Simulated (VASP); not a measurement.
Input of a VASP 6.6.1 run:

INCAR

```
SYSTEM = GaPt2F
PREC     = Accurate       ! precision mode
ENCUT    = 700            ! plane-wave cutoff, eV
EDIFF    = 1E-6           ! SCF threshold, eV
ISMEAR   = 0              ! smearing method
SIGMA    = 0.1            ! smearing width, eV
LREAL    = .False.        ! projectors in reciprocal space
LASPH    = .True.         ! aspherical terms in the spheres
NELM     = 120            ! most SCF steps
ALGO     = Normal         ! electronic algorithm
ISIF     = 2              ! what is computed and relaxed
LWAVE    = .False.        ! write WAVECAR
LCHARG   = .False.        ! write CHGCAR
GGA      = PE             ! functional
NBANDS   = 36             ! bands
GGA_COMPAT= .False.
```

The input KPOINTS:

```
regular mesh
0
Gamma
  6 6 4
  0 0 0
```

POSCAR

```
GaPt2F
1.0
    3.3781497800      0.0000000000      0.0000000000
   -1.6890748900      2.9255635300      0.0000000000
    0.0000000000      0.0000000000      6.1358355300
Ga Pt F
1 2 1
Direct
    0.0000000000      0.0000000000      0.0000000000
    0.0000000000      0.0000000000      0.2735285200
    0.0000000000      0.0000000000      0.7264714800
    0.0000000000      0.0000000000      0.5000000000
```

Potentials or basis: VASP PAW PBE potentials, release 64 (Ga_d, Pt_sv_GW, F).

The run is started by

```sh
$ cat potpaw_PBE.64/Ga_d/POTCAR potpaw_PBE.64/Pt_sv_GW/POTCAR potpaw_PBE.64/F/POTCAR > POTCAR
$ mpirun -np 1 vasp_std > vasp.out
```

(1) Predict the band gap on the k mesh.

(2) Predict the pressure.

(3) Estimate the largest force.

Results:

(1) zero (bands 28 and 29 overlap by 1.05 eV).

(2) 296.9 GPa.

(3) 22.696 eV/Å.

Caveat: atoms lie so close that the PAW spheres overlap strongly, which falsifies energies and pressures; the stress differs along the axes, from 2 to 887 GPa; spin-orbit coupling is left out, which moves the levels of the heavy elements; forces of over 1 eV/Å act on the atoms, so gaps and moduli don't describe the material at rest.
